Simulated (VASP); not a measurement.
# Sb (Im-3m) in VASP: a series of runs

Runs on Sb. Level: PBEsol. Tasks: single point.

All numbers are computed with VASP 6.6.1; they aren't measurements. Logs are shortened: lines on timing, memory, paths and dates and some standing lists are left out, and cuts for length are marked.

### Step 1. The cell of the first run

It takes space group Im-3m (No. 229, cubic). The conventional cell has a = 3.666 Å, b = 3.666 Å, c = 3.666 Å, α = 90.00°, β = 90.00°, γ = 90.00°. Within 4.2 Å of Sb (site symmetry m-3m) lie 14 Sb at 3.18 to 3.67 Å.

### Step 2. Single point, PBEsol

INCAR reads:

```
PREC = Accurate
ENCUT = 520
EDIFF = 1E-6
ISMEAR = 0
SIGMA = 0.02
LREAL = F
LASPH = T
NELM = 60
ALGO = Normal
ISIF = 2
LWAVE = F
LCHARG = F
GGA = PS
NBANDS = 8
```

KPOINTS reads:

```
Automatic mesh
0
Gamma
  15 15 15
```

POSCAR reads:

```
Sb
1.0
   -1.8331395369      1.8331395369      1.8331395369
    1.8331395369     -1.8331395369      1.8331395369
    1.8331395369      1.8331395369     -1.8331395369
Sb
1
Direct
    0.0000000000      0.0000000000      0.0000000000
```

Potentials or basis: VASP PAW PBE potentials, release 64 (Sb).

Run with:

```console
> cat potpaw_PBE.64/Sb/POTCAR > POTCAR
> mpirun -np 1 vasp_std > vasp.out
```

OUTCAR:

```text
PREC = Accurate
   ENCUT = 520
   EDIFF = 1E-6
   ISMEAR = 0
   LREAL = F
   LASPH = T
   NELM = 60
   ISIF = 2
   GGA = PS

 ion  position               nearest neighbor table
   1  0.000  0.000  0.000-

  LATTYP: Found a body centered cubic cell.
 ALAT       =     3.6662790738

  Lattice vectors:

 A1 = (  -1.8331395369,   1.8331395369,   1.8331395369)
 A2 = (   1.8331395369,  -1.8331395369,   1.8331395369)
 A3 = (   1.8331395369,   1.8331395369,  -1.8331395369)

Analysis of symmetry for initial positions (statically):
=====================================================================
 Subroutine PRICEL returns:
 Original cell was already a primitive cell.

 Routine SETGRP: Setting up the symmetry group for a
 body centered cubic supercell.

 Subroutine GETGRP returns: Found 48 space group operations
 (whereof 48 operations were pure point group operations)
 out of a pool of 48 trial point group operations.

The static configuration has the point symmetry O_h .

Analysis of symmetry for dynamics (positions and initial velocities):
=====================================================================
 Subroutine PRICEL returns:
 Original cell was already a primitive cell.

 Routine SETGRP: Setting up the symmetry group for a
 body centered cubic supercell.

 Subroutine GETGRP returns: Found 48 space group operations
 (whereof 48 operations were pure point group operations)
 out of a pool of 48 trial point group operations.

The dynamic configuration has the point symmetry O_h .

 Subroutine INISYM returns: Found 48 space group operations
 (whereof 48 operations are pure point group operations),
 and found     1 'primitive' translations

----------------------------------------------------------------------------------------

                                     Primitive cell

  volume of cell :      24.6403

  direct lattice vectors                    reciprocal lattice vectors
    -1.833139537  1.833139537  1.833139537     0.000000000  0.272756105  0.272756105
     1.833139537 -1.833139537  1.833139537     0.272756105  0.000000000  0.272756105
     1.833139537  1.833139537 -1.833139537     0.272756105  0.272756105  0.000000000

  length of vectors
     3.175090815  3.175090815  3.175090815     0.385735383  0.385735383  0.385735383

  position of ions in fractional coordinates (direct lattice)
     0.000000000  0.000000000  0.000000000

  ion indices of the primitive-cell ions
   primitive index   ion index
                 1           1
[... 69 lines left out ...]
   LASPH  =      T    aspherical Exc in radial PAW
   ENCUT  =  520.0 eV  38.22 Ry    6.18 a.u.   5.90  5.90  5.90*2*pi/ulx,y,z
   NELM   =     60;   NELMIN=  2; NELMDL= -5     # of ELM steps
   EDIFF  = 0.1E-05   stopping-criterion for ELM
   LREAL  =      F    real-space projection
   EDIFFG = 0.1E-04   stopping-criterion for IOM
   NSW    =      0    number of steps for IOM
   IBRION =     -1    ionic relax: 0-MD 1-quasi-New 2-CG
   NFREE  =      0    steps in history (QN), initial steepest desc. (CG)
   ISIF   =      2    stress and relaxation
   ISYM   =      2    0-nonsym 1-usesym 2-fastsym
   POTIM  = 0.5000    time-step for ionic-motion
   TEBEG  =    0.0;   TEEND  =   0.0 temperature during run
   PSTRESS=    0.0 pullay stress
   NELECT =       5.0000    total number of electrons
   NUPDOWN=      -1.0000    fix difference up-down
   EMIN   =  10.00;   EMAX   =-10.00  energy-range for DOS
   EFERMI =   0.00;   METHOD = LEGACY
   ISMEAR =     0;   SIGMA  =   0.02  broadening in eV -4-tet -1-fermi 0-gaus
   EFERMI_NEDOS =   21; number of points for ismear=-14 and -15
   IALGO  =     38    algorithm
   IMIX   =      4    mixing-type and parameters
     AMIX     =   0.40;   BMIX     =  1.00
     AMIX_MAG =   1.60;   BMIX_MAG =  1.00
  volume/ion in A,a.u.               =      24.64       166.28
  Fermi-wavevector in a.u.,A,eV,Ry     =   0.962017  1.817948 12.591869  0.925476
  Thomas-Fermi vector in A             =   2.091439
   LORBIT       =      0    0 simple, 1 ext, 2 COOP (PROOUT), +10 PAW based schemes
   GGA     = PS    functional components
   LHFCALC =     F    Hartree Fock is set to
   AEXX    =    0.0000 exact exchange contribution
   IVDW    =     0    specifies the selected vdW correction
   LEPSILON=     F    determine dielectric tensor
   LRPA    =     F    only Hartree local field effects (RPA)
 non-spin polarized calculation
 Gauss-broadening in eV      SIGMA  =   0.02
  energy-cutoff  :      520.00
  volume of cell :       24.64
 maximum number of plane-waves:       682
   NGX = 11   NGY = 11   NGZ = 11

 number of electron       5.0000001 magnetization

 Free energy of the ion-electron system (eV)
  ---------------------------------------------------
  ext. energy  EPLUGINS =         0.00000000
  ---------------------------------------------------
  free energy    TOTEN  =        -4.37185630 eV

  energy without entropy =       -4.37173376  energy(sigma->0) =       -4.37179503

 E-fermi :   9.5129     XC(G=0): -10.7195

 val. band max:        9.4979583615   @ k =   0.2667   0.1333   0.0667
 cond. band min:       9.5405582017   @ k =   0.4000   0.1333   0.0000
 fundamental gap:      0.0425998402
 Fermi energy:         9.5128728045

 k-point     1 :       0.0000    0.0000    0.0000
  band No.  band energies     occupation
      1      -4.0813      2.00000
      2      15.7162      0.00000
      3      15.7162      0.00000
      4      15.7162      0.00000
      5      20.4575      0.00000
      6      20.4575      0.00000
      7      20.4575      0.00000
      8      21.3823      0.00000
[... 243 lines left out ...]
 k-point    24 :       0.4000    0.2000    0.0000
  band No.  band energies     occupation
      1       1.0243      2.00000
      2       4.0602      2.00000
      3       7.9136      2.00000
      4      12.2531      0.00000
      5      17.8675      0.00000
      6      20.7550      0.00000
      7      22.3025      0.00000
      8      22.5006      0.00000

 [... further k-points ...]
[... 5 lines left out ...]
  --------------------------------------------------------------------------------------
  -------------------------------------------------------------------------------------
  Total        0.5954320      0.5954320      0.5954320      0.0000000     -0.0000000      0.0000000
  in kB       38.7165077     38.7165077     38.7165077      0.0000000     -0.0000000      0.0000000
  external PRESSURE =      38.7165077 kB  Pullay stress =       0.0000000 kB

 VOLUME and BASIS-vectors are now :
 -----------------------------------------------------------------------------
  energy-cutoff  :      520.00
  volume of cell :       24.64
      direct lattice vectors                 reciprocal lattice vectors
    -1.833139537  1.833139537  1.833139537     0.000000000  0.272756105  0.272756105
     1.833139537 -1.833139537  1.833139537     0.272756105  0.000000000  0.272756105
     1.833139537  1.833139537 -1.833139537     0.272756105  0.272756105  0.000000000

 POSITION                                       TOTAL-FORCE (eV/Angst)
 -----------------------------------------------------------------------------------
      0.00000      0.00000      0.00000        -0.000000      0.000000      0.000000
 -----------------------------------------------------------------------------------
    total drift:                                0.000000     -0.000000     -0.000000

  FREE ENERGIE OF THE ION-ELECTRON SYSTEM (eV)
  ---------------------------------------------------
  free  energy   TOTEN  =        -4.3718563049 eV

  energy  without entropy=       -4.3717337649  energy(sigma->0) =       -4.37179503
```

Run time: 8.6 s. Hardware: 1 thread of Intel Xeon 6975P-C, shared host; peak memory 0.15 GiB.

Results:

* Free energy: -4.3719 eV
* Pressure: 3.9 GPa

Caveat: the PAW data sets were made with another functional, which shifts forces and pressure a little; spin-orbit coupling is left out, which moves the levels of the heavy elements.

### Step 3. Single point, PBEsol

This run uses another cell than the first one, of 25.43 Å³/atom, 1.032 times its volume.

INCAR reads:

```
ALGO = Normal ; EDIFF = 1E-6
ENCUT = 520 ; GGA = PS
ISIF = 2 ; ISMEAR = 0
LASPH = T ; LCHARG = F
LREAL = F ; LWAVE = F
NBANDS = 8 ; NELM = 80
PREC = Accurate ; SIGMA = 0.02
```

KPOINTS reads:

```
k-points
0
Gamma
  15 15 15
```

POSCAR reads:

```
Sb
1.0
   -1.8524371607      1.8524371607      1.8524371607
    1.8524371607     -1.8524371607      1.8524371607
    1.8524371607      1.8524371607     -1.8524371607
Sb
1
Direct
    0.0000000000      0.0000000000      0.0000000000
```

Potentials or basis: VASP PAW PBE potentials, release 64 (Sb).

Run with:

```console
> cat potpaw_PBE.64/Sb/POTCAR > POTCAR
> mpirun -np 1 vasp_std > vasp.out
```

OUTCAR:

```text
EDIFF = 1E-6
   ENCUT = 520
   GGA = PS
   ISIF = 2
   ISMEAR = 0
   LASPH = T
   LREAL = F
   NELM = 80
   PREC = Accurate

 ion  position               nearest neighbor table
   1  0.000  0.000  0.000-

  LATTYP: Found a body centered cubic cell.
 ALAT       =     3.7048743214

  Lattice vectors:

 A1 = (  -1.8524371607,   1.8524371607,   1.8524371607)
 A2 = (   1.8524371607,  -1.8524371607,   1.8524371607)
 A3 = (   1.8524371607,   1.8524371607,  -1.8524371607)

Analysis of symmetry for initial positions (statically):
=====================================================================
 Subroutine PRICEL returns:
 Original cell was already a primitive cell.

 Routine SETGRP: Setting up the symmetry group for a
 body centered cubic supercell.

 Subroutine GETGRP returns: Found 48 space group operations
 (whereof 48 operations were pure point group operations)
 out of a pool of 48 trial point group operations.

The static configuration has the point symmetry O_h .

Analysis of symmetry for dynamics (positions and initial velocities):
=====================================================================
 Subroutine PRICEL returns:
 Original cell was already a primitive cell.

 Routine SETGRP: Setting up the symmetry group for a
 body centered cubic supercell.

 Subroutine GETGRP returns: Found 48 space group operations
 (whereof 48 operations were pure point group operations)
 out of a pool of 48 trial point group operations.

The dynamic configuration has the point symmetry O_h .

 Subroutine INISYM returns: Found 48 space group operations
 (whereof 48 operations are pure point group operations),
 and found     1 'primitive' translations

----------------------------------------------------------------------------------------

                                     Primitive cell

  volume of cell :      25.4267
[... 107 lines left out ...]
     AMIX_MAG =   1.60;   BMIX_MAG =  1.00
  volume/ion in A,a.u.               =      25.43       171.59
  Fermi-wavevector in a.u.,A,eV,Ry     =   0.951995  1.799010 12.330886  0.906295
  Thomas-Fermi vector in A             =   2.080517
   LORBIT       =      0    0 simple, 1 ext, 2 COOP (PROOUT), +10 PAW based schemes
   GGA     = PS    functional components
   LHFCALC =     F    Hartree Fock is set to
   AEXX    =    0.0000 exact exchange contribution
   IVDW    =     0    specifies the selected vdW correction
   LEPSILON=     F    determine dielectric tensor
   LRPA    =     F    only Hartree local field effects (RPA)
 non-spin polarized calculation
 Gauss-broadening in eV      SIGMA  =   0.02
  energy-cutoff  :      520.00
  volume of cell :       25.43
 maximum number of plane-waves:       712
   NGX = 11   NGY = 11   NGZ = 11

 number of electron       5.0000000 magnetization

 Free energy of the ion-electron system (eV)
  ---------------------------------------------------
  ext. energy  EPLUGINS =         0.00000000
  ---------------------------------------------------
  free energy    TOTEN  =        -4.38409738 eV

  energy without entropy =       -4.38391420  energy(sigma->0) =       -4.38400579

 E-fermi :   9.0842     XC(G=0): -10.5816

 val. band max:        9.0721668815   @ k =   0.2667   0.1333   0.0667
 cond. band min:       9.1036163110   @ k =   0.4000   0.1333  -0.0000
 fundamental gap:      0.0314494295
 Fermi energy:         9.0841801848

 k-point     1 :       0.0000    0.0000    0.0000
  band No.  band energies     occupation
      1      -4.2523      2.00000
      2      15.0109      0.00000
      3      15.0109      0.00000
      4      15.0109      0.00000
      5      19.8904      0.00000
      6      19.8904      0.00000
      7      19.8904      0.00000
      8      20.9204      0.00000
[... 243 lines left out ...]
 k-point    24 :       0.4000    0.2000    0.0000
  band No.  band energies     occupation
      1       0.6235      2.00000
      2       3.8108      2.00000
      3       7.5332      2.00000
      4      11.7519      0.00000
      5      17.2836      0.00000
      6      20.1020      0.00000
      7      21.7296      0.00000
      8      21.9017      0.00000

 [... further k-points ...]

------------------------ aborting loop because EDIFF is reached ----------------------------------------

  FORCE on cell =-STRESS in cart. coord.  units (eV):
  Direction    XX          YY          ZZ          XY          YZ          ZX
  --------------------------------------------------------------------------------------
  -------------------------------------------------------------------------------------
  Total        0.1876932      0.1876932      0.1876932     -0.0000000     -0.0000000     -0.0000000
  in kB       11.8268395     11.8268395     11.8268395     -0.0000000     -0.0000000     -0.0000000
  external PRESSURE =      11.8268395 kB  Pullay stress =       0.0000000 kB

 VOLUME and BASIS-vectors are now :
 -----------------------------------------------------------------------------
  energy-cutoff  :      520.00
  volume of cell :       25.43
      direct lattice vectors                 reciprocal lattice vectors
    -1.852437161  1.852437161  1.852437161     0.000000000  0.269914689  0.269914689
     1.852437161 -1.852437161  1.852437161     0.269914689  0.000000000  0.269914689
     1.852437161  1.852437161 -1.852437161     0.269914689  0.269914689  0.000000000

 POSITION                                       TOTAL-FORCE (eV/Angst)
 -----------------------------------------------------------------------------------
      0.00000      0.00000      0.00000         0.000000      0.000000      0.000000
 -----------------------------------------------------------------------------------
    total drift:                                0.000000      0.000000      0.000000

  FREE ENERGIE OF THE ION-ELECTRON SYSTEM (eV)
  ---------------------------------------------------
  free  energy   TOTEN  =        -4.3840973772 eV

  energy  without entropy=       -4.3839142043  energy(sigma->0) =       -4.38400579
```

OSZICAR:

```text
N       E                     dE             d eps       ncg     rms          rms(c)
DAV:   1     0.469085246645E+01    0.46909E+01   -0.16908E+03  1936   0.411E+02
DAV:   2    -0.428836886728E+01   -0.89792E+01   -0.87262E+01  2680   0.528E+01
DAV:   3    -0.439015757704E+01   -0.10179E+00   -0.10104E+00  2376   0.624E+00
DAV:   4    -0.439044493162E+01   -0.28735E-03   -0.28735E-03  2864   0.392E-01
DAV:   5    -0.439044583035E+01   -0.89873E-06   -0.89740E-06  2496   0.148E-02    0.187E+00
DAV:   6    -0.438640636343E+01    0.40395E-02   -0.17278E-03  2296   0.198E-01    0.108E+00
DAV:   7    -0.438409991669E+01    0.23064E-02   -0.36332E-03  2320   0.284E-01    0.473E-02
DAV:   8    -0.438409730653E+01    0.26102E-05   -0.41548E-05  2480   0.515E-02    0.561E-03
DAV:   9    -0.438409737720E+01   -0.70677E-07   -0.29681E-07  2720   0.441E-03
   1 F= -.43840974E+01 E0= -.43840058E+01  d E =-.183173E-03
```

Wall time 8.8 s (1 thread of Intel Xeon 6975P-C, shared host); peak memory 0.15 GiB.

Results:

| Quantity | Value |
| --- | --- |
| Free energy | -4.3841 eV |
| Pressure | 1.2 GPa |

Levels at points of the mesh, in eV from the Fermi level:
```csv
k point,band 1,band 2,band 3,band 4,band 5,band 6,band 7,band 8
"(0.00, 0.00, 0.00)",-13.34,5.93,5.93,5.93,10.81,10.81,10.81,11.84
```

Caveat: the PAW data sets were made with another functional, which shifts forces and pressure a little; spin-orbit coupling is left out, which moves the levels of the heavy elements.

(Part 1 of 2 ends here.)
